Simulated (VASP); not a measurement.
# Cu3N (Pm-3m) in VASP: single point with HSE06

Aim: the single point of Cu3N with HSE06.

All numbers are computed with VASP 6.6.1; they aren't measurements. Logs are shortened: lines on timing, memory, paths and dates and some standing lists are left out, and cuts for length are marked.

### Step 1. The cell of the first run

The structure is cubic, space group Pm-3m (No. 221). Conventional cell: a = 4.009 Å, b = 4.009 Å, c = 4.009 Å, α = 90.00°, β = 90.00°, γ = 90.00°. Cu (site symmetry 4/mmm) has 2 N at 2.00 Å within 2.7 Å. N (site symmetry m-3m) has 6 Cu at 2.00 Å within 2.7 Å.

### Step 2. Single point, HSE06 (strain +5.8%)

File POSCAR:

```
Cu3N
1.0
    4.0087746094      0.0000000000      0.0000000000
    0.0000000000      4.0087746094      0.0000000000
    0.0000000000      0.0000000000      4.0087746094
Cu N
3 1
Direct
    0.5000000000      0.0000000000      0.0000000000
    0.0000000000      0.5000000000      0.0000000000
    0.0000000000      0.0000000000      0.5000000000
    0.0000000000      0.0000000000      0.0000000000
```

File INCAR.step1:

```
SYSTEM = Cu3N
PREC = Accurate
ENCUT = 520
EDIFF = 1E-5
ISMEAR = 0
SIGMA = 0.01
LREAL = .False.
LASPH = .True.
NELM = 120
ALGO = Normal
ISIF = 2
LWAVE = .True.
LCHARG = .False.
GGA = PE
NBANDS = 27
GGA_COMPAT = .False.
```

File INCAR.step2:

```
SYSTEM = Cu3N
PREC = Accurate
ENCUT = 520
EDIFF = 1E-6
ISMEAR = 0
SIGMA = 0.01
LREAL = .False.
LASPH = .True.
NELM = 120
ALGO = Normal
ISIF = 2
LWAVE = .False.
LCHARG = .False.
GGA = PE
LHFCALC = .True.
HFSCREEN = 0.2079
PRECFOCK = Normal
ISTART = 1
NBANDS = 27
GGA_COMPAT = .False.
```

File KPOINTS:

```
Automatic mesh
0
Gamma
  4 4 4
  0 0 0
```

Potentials or basis: VASP PAW PBE potentials, release 64 (Cu, N).

The run is started by

```console
$ cat potpaw_PBE.64/Cu/POTCAR potpaw_PBE.64/N/POTCAR > POTCAR
$ cp INCAR.step1 INCAR
$ mpirun -np 1 vasp_std > vasp.out
$ cp INCAR.step2 INCAR
$ mpirun -np 1 vasp_std > vasp.out
```

OUTCAR:

```text
SYSTEM = Cu3N
   PREC = Accurate
   ENCUT = 520
   EDIFF = 1E-6
   ISMEAR = 0
   LREAL = .False.
   LASPH = .True.
   NELM = 120
   ISIF = 2
   GGA = PE
   LHFCALC = .True.
   HFSCREEN = 0.2079
   PRECFOCK = Normal
   ISTART = 1

 ion  position               nearest neighbor table
   1  0.500  0.000  0.000-   4 2.00   4 2.00
   2  0.000  0.500  0.000-   4 2.00   4 2.00
   3  0.000  0.000  0.500-   4 2.00   4 2.00
   4  0.000  0.000  0.000-   1 2.00   2 2.00   3 2.00   3 2.00   2 2.00   1 2.00

  LATTYP: Found a simple cubic cell.
 ALAT       =     4.0087746094

  Lattice vectors:

 A1 = (   4.0087746094,   0.0000000000,   0.0000000000)
 A2 = (   0.0000000000,   4.0087746094,   0.0000000000)
 A3 = (   0.0000000000,   0.0000000000,   4.0087746094)

Analysis of symmetry for initial positions (statically):
=====================================================================
 Subroutine PRICEL returns:
 Original cell was already a primitive cell.

 Routine SETGRP: Setting up the symmetry group for a
 simple cubic supercell.

 Subroutine GETGRP returns: Found 48 space group operations
 (whereof 48 operations were pure point group operations)
 out of a pool of 48 trial point group operations.

The static configuration has the point symmetry O_h .

Analysis of symmetry for dynamics (positions and initial velocities):
=====================================================================
 Subroutine PRICEL returns:
 Original cell was already a primitive cell.

 Routine SETGRP: Setting up the symmetry group for a
 simple cubic supercell.

 Subroutine GETGRP returns: Found 48 space group operations
 (whereof 48 operations were pure point group operations)
 out of a pool of 48 trial point group operations.

The dynamic configuration has the point symmetry O_h .

 Subroutine INISYM returns: Found 48 space group operations
 (whereof 48 operations are pure point group operations),
 and found     1 'primitive' translations

----------------------------------------------------------------------------------------

                                     Primitive cell

  volume of cell :      64.4221

  direct lattice vectors                    reciprocal lattice vectors
     4.008774609  0.000000000  0.000000000     0.249452787  0.000000000  0.000000000
     0.000000000  4.008774609  0.000000000     0.000000000  0.249452787  0.000000000
     0.000000000  0.000000000  4.008774609     0.000000000  0.000000000  0.249452787

  length of vectors
     4.008774609  4.008774609  4.008774609     0.249452787  0.249452787  0.249452787

  position of ions in fractional coordinates (direct lattice)
     0.500000000  0.000000000  0.000000000
     0.000000000  0.500000000  0.000000000
     0.000000000  0.000000000  0.500000000
     0.000000000  0.000000000  0.000000000

  ion indices of the primitive-cell ions
   primitive index   ion index
                 1           1
                 2           2
                 3           3
                 4           4

----------------------------------------------------------------------------------------

 KPOINTS: Automatic mesh

Automatic generation of k-mesh.
 Grid dimensions read from file:
 generate k-points for:    4    4    4

 Generating k-lattice:

  Cartesian coordinates                     Fractional coordinates (reciprocal lattice)
     0.062363197  0.000000000  0.000000000     0.250000000  0.000000000  0.000000000
     0.000000000  0.062363197  0.000000000     0.000000000  0.250000000  0.000000000
     0.000000000  0.000000000  0.062363197     0.000000000  0.000000000  0.250000000

  Length of vectors
     0.062363197  0.062363197  0.062363197

  Shift w.r.t. Gamma in fractional coordinates (k-lattice)
     0.000000000  0.000000000  0.000000000

 Subroutine IBZKPT returns following result:
 ===========================================

 Found     10 irreducible k-points:

 Following reciprocal coordinates:
            Coordinates               Weight
  0.000000  0.000000  0.000000      1.000000
  0.250000  0.000000  0.000000      6.000000
  0.500000  0.000000  0.000000      3.000000
  0.250000  0.250000  0.000000     12.000000
  0.500000  0.250000  0.000000     12.000000
  0.500000  0.500000  0.000000      3.000000
  0.250000  0.250000  0.250000      8.000000
  0.500000  0.250000  0.250000     12.000000
  0.500000  0.500000  0.250000      6.000000
  0.500000  0.500000  0.500000      1.000000
   k-points           NKPTS =     10   k-points in BZ     NKDIM =     64   number of bands    NBANDS=     27
   number of dos      NEDOS =    301   number of ions     NIONS =      4
   total plane-waves  NPLWV =  27000
   dimension x,y,z NGX =    30 NGY =   30 NGZ =   30
   dimension x,y,z NGXF=    60 NGYF=   60 NGZF=   60
   ions per type =               3   1
   NGX,Y,Z   is equivalent  to a cutoff of  12.44, 12.44, 12.44 a.u.
   NGXF,Y,Z  is equivalent  to a cutoff of  24.88, 24.88, 24.88 a.u.
 SYSTEM =  Cu3N
   PREC   = accura    normal or accurate (medium, high low for compatibility)
   ISTART =      1    job   : 0-new  1-cont  2-samecut
   ICHARG =      0    charge: 1-file 2-atom 10-const
   ISPIN  =      1    spin polarized calculation?
   LNONCOLLINEAR =      F non collinear calculations
   LSORBIT =      F    spin-orbit coupling
   LASPH  =      T    aspherical Exc in radial PAW
   ENCUT  =  520.0 eV  38.22 Ry    6.18 a.u.   7.45  7.45  7.45*2*pi/ulx,y,z
   NELM   =    120;   NELMIN=  2; NELMDL=  0     # of ELM steps
   EDIFF  = 0.1E-05   stopping-criterion for ELM
   LREAL  =      F    real-space projection
   EDIFFG = 0.1E-04   stopping-criterion for IOM
   NSW    =      0    number of steps for IOM
   IBRION =     -1    ionic relax: 0-MD 1-quasi-New 2-CG
   NFREE  =      0    steps in history (QN), initial steepest desc. (CG)
   ISIF   =      2    stress and relaxation
   ISYM   =      3    0-nonsym 1-usesym 2-fastsym
   POTIM  = 0.5000    time-step for ionic-motion
   TEBEG  =    0.0;   TEEND  =   0.0 temperature during run
   PSTRESS=    0.0 pullay stress
   NELECT =      38.0000    total number of electrons
   NUPDOWN=      -1.0000    fix difference up-down
   EMIN   =  10.00;   EMAX   =-10.00  energy-range for DOS
   EFERMI =   0.00;   METHOD = LEGACY
   ISMEAR =     0;   SIGMA  =   0.01  broadening in eV -4-tet -1-fermi 0-gaus
   EFERMI_NEDOS =   21; number of points for ismear=-14 and -15
   IALGO  =     38    algorithm
   IMIX   =      1    mixing-type and parameters
     AMIX     =   0.40;   BMIX     =  1.00
     AMIX_MAG =   1.60;   BMIX_MAG =  1.00
  volume/ion in A,a.u.               =      16.11       108.69
  Fermi-wavevector in a.u.,A,eV,Ry     =   1.372959  2.594517 25.647224  1.885018
  Thomas-Fermi vector in A             =   2.498520
   LORBIT       =      0    0 simple, 1 ext, 2 COOP (PROOUT), +10 PAW based schemes
   GGA     = PE    functional components
   LHFCALC =     T    Hartree Fock is set to
   PRECFOCK=normal    Normal, Fast or Accurate (Low or Medium for compatibility)
   ENCUT4O =  -1.0   cutoff for four orbital integrals eV
   NKREDX  =     1    reduce k-point grid by
   NKREDY  =     1    reduce k-point grid by
   NKREDZ  =     1    reduce k-point grid by
   AEXX    =    0.2500 exact exchange contribution
   HFSCREEN=    0.2079 screening length (either q_TF or 0.3 A-1)
   HFSCREENC=   0.2079 screening length for correlation (either q_TF or 0.3 A-1)
   ENCUTFOCK=  -1.0 apply spherical cutoff to Coloumb kernel
   IVDW    =     0    specifies the selected vdW correction
   LEPSILON=     F    determine dielectric tensor
   LRPA    =     F    only Hartree local field effects (RPA)
 non-spin polarized calculation
 Gauss-broadening in eV      SIGMA  =   0.01
  energy-cutoff  :      520.00
  volume of cell :       64.42
 maximum number of plane-waves:      1750
 NGX is ok and might be reduce to    30
  NGX = 24; NGY = 24; NGZ = 24

 number of electron      38.0000045 magnetization

 Free energy of the ion-electron system (eV)
  ---------------------------------------------------
  ext. energy  EPLUGINS =         0.00000000
  ---------------------------------------------------
  free energy    TOTEN  =       -20.10324711 eV

  energy without entropy =      -20.10324711  energy(sigma->0) =      -20.10324711

 E-fermi :   2.5971     XC(G=0):  -8.2218

 val. band max:        2.5538705372   @ k =   0.5000   0.5000   0.5000
 cond. band min:       4.1019275678   @ k =   0.5000   0.5000   0.0000
 fundamental gap:      1.5480570306
 Fermi energy:         2.5971354291

 k-point     1 :       0.0000    0.0000    0.0000
  band No.  band energies     occupation
      1     -14.0983      2.00000
      2      -1.9853      2.00000
      3      -1.3434      2.00000
      4      -1.3434      2.00000
      5      -1.3434      2.00000
      6      -1.2300      2.00000
[... 19 lines left out ...]
     26      15.7629      0.00000
     27      15.7630      0.00000

 k-point     2 :       0.2500    0.0000    0.0000
  band No.  band energies     occupation
      1     -13.9389      2.00000
      2      -2.8340      2.00000
      3      -1.9475      2.00000
      4      -1.9475      2.00000
      5      -1.4886      2.00000
      6      -1.2986      2.00000
[... 19 lines left out ...]
     26      13.3431      0.00000
     27      14.0680      0.00000

 k-point     3 :       0.5000    0.0000    0.0000
  band No.  band energies     occupation
      1     -13.7668      2.00000
      2      -3.8108      2.00000
      3      -2.2278      2.00000
      4      -2.2278      2.00000
      5      -1.2496      2.00000
      6      -1.0945      2.00000
[... 19 lines left out ...]
     26      13.0068      0.00000
     27      13.0068      0.00000

 k-point     4 :       0.2500    0.2500    0.0000
  band No.  band energies     occupation
      1     -13.7786      2.00000
      2      -3.0434      2.00000
      3      -3.0099      2.00000
      4      -2.3017      2.00000
      5      -1.1108      2.00000
      6      -1.0611      2.00000
[... 19 lines left out ...]
     26      13.2184      0.00000
     27      14.2510      0.00000

 k-point     5 :       0.5000    0.2500    0.0000
  band No.  band energies     occupation
      1     -13.6054      2.00000
      2      -3.9169      2.00000
      3      -3.1870      2.00000
      4      -2.5316      2.00000
      5      -0.9187      2.00000
      6      -0.8223      2.00000
[... 19 lines left out ...]
     26      13.4667      0.00000
     27      13.8805      0.00000

 k-point     6 :       0.5000    0.5000    0.0000
  band No.  band energies     occupation
      1     -13.4309      2.00000
      2      -4.0140      2.00000
      3      -4.0140      2.00000
      4      -2.7428      2.00000
      5      -0.6221      2.00000
      6      -0.6221      2.00000
[... 19 lines left out ...]
     26      14.3929      0.00000
     27      15.9404      0.00000

 k-point     7 :       0.2500    0.2500    0.2500
  band No.  band energies     occupation
      1     -13.6171      2.00000
      2      -3.2142      2.00000
      3      -3.2142      2.00000
      4      -3.2049      2.00000
      5      -0.8539      2.00000
      6      -0.8497      2.00000
[... 19 lines left out ...]
     26      14.3294      0.00000
     27      15.3919      0.00000

 k-point     8 :       0.5000    0.2500    0.2500
  band No.  band energies     occupation
      1     -13.4424      2.00000
      2      -4.0283      2.00000
      3      -3.3786      2.00000
      4      -3.3473      2.00000
      5      -0.8434      2.00000
      6      -0.8072      2.00000
[... 19 lines left out ...]
     26      13.1752      0.00000
     27      16.6956      0.00000

 k-point     9 :       0.5000    0.5000    0.2500
  band No.  band energies     occupation
      1     -13.2656      2.00000
      2      -4.1293      2.00000
      3      -4.1293      2.00000
      4      -3.5095      2.00000
      5      -0.9528      2.00000
      6      -0.6533      2.00000
[... 19 lines left out ...]
     26      11.7531      0.00000
     27      15.8810      0.00000

 k-point    10 :       0.5000    0.5000    0.5000
  band No.  band energies     occupation
      1     -13.0861      2.00000
      2      -4.2336      2.00000
      3      -4.2336      2.00000
      4      -4.2336      2.00000
      5      -1.1092      2.00000
      6      -0.6410      2.00000
[... 19 lines left out ...]
     26      11.7926      0.00000
     27      13.9690      0.00000

------------------------ aborting loop because EDIFF is reached ----------------------------------------

  FORCE on cell =-STRESS in cart. coord.  units (eV):
  Direction    XX          YY          ZZ          XY          YZ          ZX
  --------------------------------------------------------------------------------------
  -------------------------------------------------------------------------------------
  Total       -4.7051130     -4.7051130     -4.7051130     -0.0000000      0.0000000     -0.0000000
  in kB     -117.0161282   -117.0161282   -117.0161282     -0.0000000      0.0000000     -0.0000000
  external PRESSURE =    -117.0161282 kB  Pullay stress =       0.0000000 kB

 VOLUME and BASIS-vectors are now :
 -----------------------------------------------------------------------------
  energy-cutoff  :      520.00
  volume of cell :       64.42
      direct lattice vectors                 reciprocal lattice vectors
     4.008774609  0.000000000  0.000000000     0.249452787  0.000000000  0.000000000
     0.000000000  4.008774609  0.000000000     0.000000000  0.249452787  0.000000000
     0.000000000  0.000000000  4.008774609     0.000000000  0.000000000  0.249452787

 POSITION                                       TOTAL-FORCE (eV/Angst)
 -----------------------------------------------------------------------------------
      2.00439      0.00000      0.00000         0.000000      0.000000      0.000000
      0.00000      2.00439      0.00000         0.000000      0.000000      0.000000
      0.00000      0.00000      2.00439         0.000000      0.000000      0.000000
      0.00000      0.00000      0.00000         0.000000      0.000000      0.000000
 -----------------------------------------------------------------------------------
    total drift:                                0.000007     -0.000002      0.000003

  FREE ENERGIE OF THE ION-ELECTRON SYSTEM (eV)
  ---------------------------------------------------
  free  energy   TOTEN  =       -20.1032471067 eV

  energy  without entropy=      -20.1032471067  energy(sigma->0) =      -20.10324711
```

Run time: 38 min. Hardware: 1 thread of Intel Xeon 8259CL, shared host; peak memory 0.29 GiB.

Results:

| Quantity | Value |
| --- | --- |
| Free energy | -20.1032 eV |
| Pressure | -11.7 GPa |
| Band gap on the k mesh | 1.55 eV (least direct gap 2.17 eV) |

Caveat: the cell differs from its parent crystal (strain +5.8%); the cell stands under tension; the PAW data sets were made with another functional, which shifts forces and pressure a little.
